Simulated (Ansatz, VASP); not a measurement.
Two plane-wave programs on Cd3Te2Se

File INCAR:

```
ALGO     = Normal         # electronic algorithm
EDIFF    = 1E-6           # SCF threshold, eV
ENCUT    = 520            # plane-wave cutoff, eV
GGA      = PE             # functional
ISIF     = 2              # what is computed and relaxed
ISMEAR   = 0              # smearing method
LASPH    = T              # aspherical terms in the spheres
LCHARG   = T              # write CHGCAR
LELF     = T              # ELF
LREAL    = F              # projectors in reciprocal space
LVHAR    = T            
LWAVE    = F              # write WAVECAR
NBANDS   = 66             # bands
NELM     = 100            # most SCF steps
PREC     = Accurate       # precision mode
SIGMA    = 0.1            # smearing width, eV
```

KPOINTS

```
k-points
0
Gamma
  6 6 1
```

Contents of POSCAR:

```
Cd3Te2Se
1.0
    4.2993005600      0.0000000000      0.0000000000
   -2.1496502800      3.7233035000      0.0000000000
    0.0000000000      0.0000000000     21.1633441400
Cd Te Se
6 4 2
Direct
    0.3333333300      0.6666666700      0.0001215200
    0.3333333300      0.6666666700      0.3334548500
    0.3333333300      0.6666666700      0.6667881900
    0.6666666700      0.3333333300      0.1667881900
    0.6666666700      0.3333333300      0.5001215200
    0.6666666700      0.3333333300      0.8334548500
    0.3333333300      0.6666666700      0.4582118100
    0.3333333300      0.6666666700      0.7915451400
    0.6666666700      0.3333333300      0.2915451400
    0.6666666700      0.3333333300      0.9582118100
    0.3333333300      0.6666666700      0.1248784800
    0.6666666700      0.3333333300      0.6248784800
```

Input for Ansatz:

```yaml
crystal:
  lattice:
    - [4.29930056, 0.0, 0.0]
    - [-2.14965028, 3.7233035, 0.0]
    - [0.0, 0.0, 21.16334414]
  atoms:
    - { symbol: Cd, position: [0.33333333, 0.66666667, 0.00012152] }
    - { symbol: Cd, position: [0.33333333, 0.66666667, 0.33345485] }
    - { symbol: Cd, position: [0.33333333, 0.66666667, 0.66678819] }
    - { symbol: Cd, position: [0.66666667, 0.33333333, 0.16678819] }
    - { symbol: Cd, position: [0.66666667, 0.33333333, 0.50012152] }
    - { symbol: Cd, position: [0.66666667, 0.33333333, 0.83345485] }
    - { symbol: Te, position: [0.33333333, 0.66666667, 0.45821181] }
    - { symbol: Te, position: [0.33333333, 0.66666667, 0.79154514] }
    - { symbol: Te, position: [0.66666667, 0.33333333, 0.29154514] }
    - { symbol: Te, position: [0.66666667, 0.33333333, 0.95821181] }
    - { symbol: Se, position: [0.33333333, 0.66666667, 0.12487848] }
    - { symbol: Se, position: [0.66666667, 0.33333333, 0.62487848] }
basis:
  ecutwfc: 420
kpoints:
  mp_grid: { grid: [6, 6, 1] }
hamiltonian:
  xc: pbe
scf:
  occupations: { method: gaussian, width: 0.1 }
  lower_state_search: "off"
output:
  forces: true
  stress: true
  eigenvalues: true
```

Alike in both runs: task single point; functional PBE; k mesh 6 × 6 × 1; occupations gaussian, width 0.1 eV; no spin polarisation.

|  | VASP | Ansatz |
| --- | --- | --- |
| version | VASP 6.6.1 | Ansatz 0.2.0 |
| potentials or method | VASP PAW PBE potentials, release 64 (Cd, Te, Se), cutoff 520 eV | scalar-relativistic, plane waves, PAW |
| valence electrons in the cell | 108 | 216 |

```csv
,VASP,Ansatz,Ansatz less VASP
gap on the k mesh at the Fermi level (eV),0.90,0.90,-0.003
least direct gap on the mesh (eV),0.90,0.90,-0.003
pressure (GPa),11.7,11.4,-0.30
"traceless stress, the component that is largest in VASP (GPa)",-0.10,-0.11,-0.005
rms of the force components (eV/Å),0.335,0.335,+0.0001
```

Atom by atom the forces differ by 0.001 eV/Å (rms over components). VASP's potentials hold 108 valence electrons a cell and Ansatz's 216, so a difference there can come from the potentials and not from the codes.

Neither program's run includes spin-orbit coupling.
